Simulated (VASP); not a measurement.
# TePt3W (Pm-3m) in VASP: notebook, part 2 of 2

VASP 6.6.1.

## Step 3: Relaxation of cell and atoms, PBE

This run uses another cell than the first one, of 23.08 Å³/atom, 0.995 times its volume.

File INCAR:

```
SYSTEM = TePt3W
PREC = Accurate ; ENCUT = 600
EDIFF = 1E-6 ; ISMEAR = 0
SIGMA = 0.1 ; LREAL = .FALSE.
LASPH = .TRUE. ; NELM = 100
ALGO = Normal ; ISIF = 3
LWAVE = .FALSE. ; LCHARG = .FALSE.
GGA = PE ; IBRION = 2
NSW = 100 ; EDIFFG = -0.01
```

File KPOINTS:

```
Automatic mesh
0
G
  8 8 8
  0 0 0
```

File POSCAR:

```
TePt3W
1.0
    4.8685814438      0.0000000000      0.0000000000
    0.0000000000      4.8685814438      0.0000000000
    0.0000000000      0.0000000000      4.8685814438
Te Pt W
1 3 1
Direct
    0.0000000000      0.0000000000      0.0000000000
    0.0000000000      0.5000000000      0.5000000000
    0.5000000000      0.0000000000      0.5000000000
    0.5000000000      0.5000000000      0.0000000000
    0.5000000000      0.5000000000      0.5000000000
```

Potentials or basis: VASP PAW PBE potentials, release 64 (Te, Pt, W_sv).

On the command line:

```sh
cat potpaw_PBE.64/Te/POTCAR potpaw_PBE.64/Pt/POTCAR potpaw_PBE.64/W_sv/POTCAR > POTCAR
mpirun -np 1 vasp_std > vasp.out
```

OUTCAR:

```text
SYSTEM = TePt3W
   PREC = Accurate
   ENCUT = 600
   EDIFF = 1E-6
   ISMEAR = 0
   LREAL = .FALSE.
   LASPH = .TRUE.
   NELM = 100
   ISIF = 3
   GGA = PE
   IBRION = 2
   NSW = 100
   EDIFFG = -0.01

 ion  position               nearest neighbor table
   1  0.000  0.000  0.000-   2 3.44   3 3.44   4 3.44   2 3.44   3 3.44   2 3.44   4 3.44   2 3.44
                             3 3.44   4 3.44   3 3.44   4 3.44
   2  0.000  0.500  0.500-   5 2.43   5 2.43   4 3.44   1 3.44   1 3.44   4 3.44   1 3.44   3 3.44
                             1 3.44   3 3.44   4 3.44   3 3.44   4 3.44   3 3.44
   3  0.500  0.000  0.500-   5 2.43   5 2.43   4 3.44   1 3.44   1 3.44   4 3.44   2 3.44   4 3.44
                             2 3.44   4 3.44   1 3.44   2 3.44   1 3.44   2 3.44
   4  0.500  0.500  0.000-   5 2.43   5 2.43   3 3.44   1 3.44   2 3.44   3 3.44   2 3.44   1 3.44
                             3 3.44   3 3.44   1 3.44   2 3.44   2 3.44   1 3.44
   5  0.500  0.500  0.500-   2 2.43   3 2.43   4 2.43   4 2.43   3 2.43   2 2.43

  LATTYP: Found a simple cubic cell.
 ALAT       =     4.8685814438

  Lattice vectors:

 A1 = (   4.8685814438,   0.0000000000,   0.0000000000)
 A2 = (   0.0000000000,   4.8685814438,   0.0000000000)
 A3 = (   0.0000000000,   0.0000000000,   4.8685814438)

Analysis of symmetry for initial positions (statically):
=====================================================================
 Subroutine PRICEL returns:
 Original cell was already a primitive cell.

 Routine SETGRP: Setting up the symmetry group for a
 simple cubic supercell.

 Subroutine GETGRP returns: Found 48 space group operations
 (whereof 48 operations were pure point group operations)
 out of a pool of 48 trial point group operations.

The static configuration has the point symmetry O_h .

Analysis of symmetry for dynamics (positions and initial velocities):
=====================================================================
 Subroutine PRICEL returns:
 Original cell was already a primitive cell.

 Routine SETGRP: Setting up the symmetry group for a
 simple cubic supercell.

 Subroutine GETGRP returns: Found 48 space group operations
 (whereof 48 operations were pure point group operations)
 out of a pool of 48 trial point group operations.

The dynamic configuration has the point symmetry O_h .

 Subroutine INISYM returns: Found 48 space group operations
 (whereof 48 operations are pure point group operations),
 and found     1 'primitive' translations

----------------------------------------------------------------------------------------

                                     Primitive cell

  volume of cell :     115.4004

  direct lattice vectors                    reciprocal lattice vectors
     4.868581444  0.000000000  0.000000000     0.205398639  0.000000000  0.000000000
     0.000000000  4.868581444  0.000000000     0.000000000  0.205398639  0.000000000
     0.000000000  0.000000000  4.868581444     0.000000000  0.000000000  0.205398639

  length of vectors
     4.868581444  4.868581444  4.868581444     0.205398639  0.205398639  0.205398639

  position of ions in fractional coordinates (direct lattice)
     0.000000000  0.000000000  0.000000000
     0.000000000  0.500000000  0.500000000
     0.500000000  0.000000000  0.500000000
     0.500000000  0.500000000  0.000000000
     0.500000000  0.500000000  0.500000000

  ion indices of the primitive-cell ions
   primitive index   ion index
                 1           1
                 2           2
[... 59 lines left out ...]
   total plane-waves  NPLWV =  64000
   dimension x,y,z NGX =    40 NGY =   40 NGZ =   40
   dimension x,y,z NGXF=    80 NGYF=   80 NGZF=   80
   ions per type =               1   3   1
   NGX,Y,Z   is equivalent  to a cutoff of  13.66, 13.66, 13.66 a.u.
   NGXF,Y,Z  is equivalent  to a cutoff of  27.32, 27.32, 27.32 a.u.
 SYSTEM =  TePt3W
   PREC   = accura    normal or accurate (medium, high low for compatibility)
   ISTART =      0    job   : 0-new  1-cont  2-samecut
   ICHARG =      2    charge: 1-file 2-atom 10-const
   ISPIN  =      1    spin polarized calculation?
   LNONCOLLINEAR =      F non collinear calculations
   LSORBIT =      F    spin-orbit coupling
   LASPH  =      T    aspherical Exc in radial PAW
   ENCUT  =  600.0 eV  44.10 Ry    6.64 a.u.   9.72  9.72  9.72*2*pi/ulx,y,z
   NELM   =    100;   NELMIN=  2; NELMDL= -5     # of ELM steps
   EDIFF  = 0.1E-05   stopping-criterion for ELM
   LREAL  =      F    real-space projection
   EDIFFG = -.1E-01   stopping-criterion for IOM
   NSW    =    100    number of steps for IOM
   IBRION =      2    ionic relax: 0-MD 1-quasi-New 2-CG
   NFREE  =      1    steps in history (QN), initial steepest desc. (CG)
   ISIF   =      3    stress and relaxation
   ISYM   =      2    0-nonsym 1-usesym 2-fastsym
   POTIM  = 0.5000    time-step for ionic-motion
   TEBEG  =    0.0;   TEEND  =   0.0 temperature during run
   PSTRESS=    0.0 pullay stress
   NELECT =      50.0000    total number of electrons
   NUPDOWN=      -1.0000    fix difference up-down
   EMIN   =  10.00;   EMAX   =-10.00  energy-range for DOS
   EFERMI =   0.00;   METHOD = LEGACY
   ISMEAR =     0;   SIGMA  =   0.10  broadening in eV -4-tet -1-fermi 0-gaus
   EFERMI_NEDOS =   21; number of points for ismear=-14 and -15
   IALGO  =     38    algorithm
   IMIX   =      4    mixing-type and parameters
     AMIX     =   0.40;   BMIX     =  1.00
     AMIX_MAG =   1.60;   BMIX_MAG =  1.00
  volume/ion in A,a.u.               =      23.08       155.75
  Fermi-wavevector in a.u.,A,eV,Ry     =   1.238784  2.340963 20.879321  1.534587
  Thomas-Fermi vector in A             =   2.373295
   LORBIT       =      0    0 simple, 1 ext, 2 COOP (PROOUT), +10 PAW based schemes
   GGA     = PE    functional components
   LHFCALC =     F    Hartree Fock is set to
   AEXX    =    0.0000 exact exchange contribution
   IVDW    =     0    specifies the selected vdW correction
   LEPSILON=     F    determine dielectric tensor
   LRPA    =     F    only Hartree local field effects (RPA)
 conjugate gradient relaxation of ions
 non-spin polarized calculation
 Gauss-broadening in eV      SIGMA  =   0.10
  energy-cutoff  :      600.00
  volume of cell :      115.40
 maximum number of plane-waves:      3900
 NGX is ok and might be reduce to    40
   NGX = 19   NGY = 19   NGZ = 19

--------------------------------------- Ionic step        1  -------------------------------------------

 number of electron      49.9999997 magnetization

 Free energy of the ion-electron system (eV)
  ---------------------------------------------------
  ext. energy  EPLUGINS =         0.00000000
  ---------------------------------------------------
  free energy    TOTEN  =       -28.96190179 eV

  energy without entropy =      -28.92735851  energy(sigma->0) =      -28.94463015

------------------------ aborting loop because EDIFF is reached ----------------------------------------

  FORCE on cell =-STRESS in cart. coord.  units (eV):
  Direction    XX          YY          ZZ          XY          YZ          ZX
  --------------------------------------------------------------------------------------
  -------------------------------------------------------------------------------------
  Total        0.6715193      0.6715193      0.6715193      0.0000000     -0.0000000      0.0000000
  in kB        9.3231301      9.3231301      9.3231301      0.0000000     -0.0000000      0.0000000
  external PRESSURE =       9.3231301 kB  Pullay stress =       0.0000000 kB
[... 65 lines left out ...]
--------------------------------------- Ionic step        3  -------------------------------------------

 number of electron      49.9999998 magnetization

 Free energy of the ion-electron system (eV)
  ---------------------------------------------------
  ext. energy  EPLUGINS =         0.00000000
  ---------------------------------------------------
  free energy    TOTEN  =       -28.96453354 eV

  energy without entropy =      -28.92970282  energy(sigma->0) =      -28.94711818

 E-fermi :   6.6530     XC(G=0): -10.9164

 val. band max:        6.6497350156   @ k =   0.3750   0.2500   0.0000
 cond. band min:       6.6530824982   @ k =   0.5000   0.1250   0.0000
 fundamental gap:      0.0033474826
 Fermi energy:         6.6529653596

 k-point     1 :       0.0000    0.0000    0.0000
  band No.  band energies     occupation
      1     -67.8696      2.00000
      2     -32.1295      2.00000
      3     -32.1295      2.00000
      4     -32.1295      2.00000
      5      -4.6529      2.00000
      6      -0.5692      2.00000
[... 781 lines left out ...]
     29       7.9966      0.00000
     30       8.0393      0.00000

 [... further k-points ...]

------------------------ aborting loop because EDIFF is reached ----------------------------------------

  FORCE on cell =-STRESS in cart. coord.  units (eV):
  Direction    XX          YY          ZZ          XY          YZ          ZX
  --------------------------------------------------------------------------------------
  -------------------------------------------------------------------------------------
  Total        0.0010823      0.0010823      0.0010823      0.0000000      0.0000000     -0.0000000
  in kB        0.0149079      0.0149079      0.0149079      0.0000000      0.0000000     -0.0000000
  external PRESSURE =       0.0149079 kB  Pullay stress =       0.0000000 kB
[... 20 lines left out ...]
  FREE ENERGIE OF THE ION-ELECTRON SYSTEM (eV)
  ---------------------------------------------------
  free  energy   TOTEN  =       -28.9645335417 eV

  energy  without entropy=      -28.9297028234  energy(sigma->0) =      -28.94711818

 reached required accuracy - stopping structural energy minimisation
```

OSZICAR:

```text
N       E                     dE             d eps       ncg     rms          rms(c)
DAV:   1     0.391599232234E+03    0.39160E+03   -0.27876E+04  2388   0.176E+03
[... 30 lines left out ...]
DAV:   2    -0.289775478376E+02    0.54521E-01   -0.27887E-01  2368   0.350E+00    0.707E-01
DAV:   3    -0.289669934117E+02    0.10554E-01   -0.34203E-02  2496   0.818E-01    0.488E-01
DAV:   4    -0.289650244565E+02    0.19690E-02   -0.15367E-02  2544   0.678E-01    0.322E-01
DAV:   5    -0.289644219038E+02    0.60255E-03   -0.25863E-03  2572   0.319E-01    0.238E-01
DAV:   6    -0.289644826502E+02   -0.60746E-04   -0.14870E-04  2506   0.777E-02    0.154E-01
DAV:   7    -0.289645325930E+02   -0.49943E-04   -0.14224E-04  2502   0.639E-02    0.378E-02
DAV:   8    -0.289645335417E+02   -0.94872E-06   -0.94928E-06  2552   0.183E-02
   3 F= -.28964534E+02 E0= -.28947118E+02  d E =-.263175E-02
```

Wall time 4.3 min (1 thread of AMD EPYC 7R43 (Zen 3), shared host); peak memory 0.32 GiB.

Results:

```yaml
Free_energy: -28.9645 eV
Relaxed_volume: 23.26 Å³/atom
Relaxed_cell: a = 4.881 Å, b = 4.881 Å, c = 4.881 Å, α = 90.00°, β = 90.00°, γ = 90.00°
Space_group_after_relaxing_to_0.05_Å: Pm-3m (No. 221)
Energy_gained_by_relaxing: 0.5 meV/atom
Ionic_steps: 3
Pressure_after_relaxing: 0.0 GPa
```

The path:
```tsv
step	energy change (eV)	largest force (eV/Å)	pressure (GPa)	volume (Å³)
1	0.0000	0.0000	0.93	115.40
2	0.0028	0.0000	-1.29	117.66
3	-0.0026	0.0000	0.00	116.32
```

Final structure:
```
Te Pt W
1.0
     4.88144    0.00000    0.00000
     0.00000    4.88144    0.00000
     0.00000    0.00000    4.88144
Te Pt W
1 3 1
Direct
  0.00000 0.00000 0.00000
  0.00000 0.50000 0.50000
  0.50000 0.00000 0.50000
  0.50000 0.50000 0.00000
  0.50000 0.50000 0.50000
```

Caveat: the bands computed are all filled at some k points, so no gap is given; spin-orbit coupling is left out, which moves the levels of the heavy elements.
